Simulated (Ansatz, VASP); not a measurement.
**CdSe: VASP beside Ansatz**

```
Cd Se
1.0
     3.53310    0.00000    0.00000
     0.00000    3.53310    0.00000
     0.00000    0.00000    3.53310
Cd Se
1 1
Cartesian
  0.0000 0.0000 0.0000
  1.7666 1.7666 1.7666
```

Alike in both runs: task single point; functional PBEsol; k mesh 6 × 6 × 6; occupations fermi-dirac, width 0.02 eV; collinear spin.

|  | VASP | Ansatz |
| --- | --- | --- |
| version | VASP 6.6.1 | Ansatz 0.2.0 |
| potentials or method | VASP PAW PBE potentials, release 64 (Cd, Se) | plane waves |
| plane-wave cutoff (eV) | 500 | 420 |
| valence electrons in the cell | 18 | 36 |

|  | VASP | Ansatz | Ansatz less VASP |
| --- | --- | --- | --- |
| gap on the k mesh at the Fermi level (eV) | none | none | - |
| pressure (GPa) | -2.5 | -2.8 | -0.31 |
| net moment per atom (μB) | 0.00 | 0.00 | 0.000 |

VASP's potentials were made for PBE, not for PBEsol. A gap of «none» marks a metal or a gap that the smearing closes. The functional is the same, so the differences come from potentials, cutoffs and numerics. VASP's potentials hold 18 valence electrons a cell and Ansatz's 36, so a difference there can come from the potentials and not from the codes. Ansatz's warnings: moment headroom below auto, seeded moment not kept.
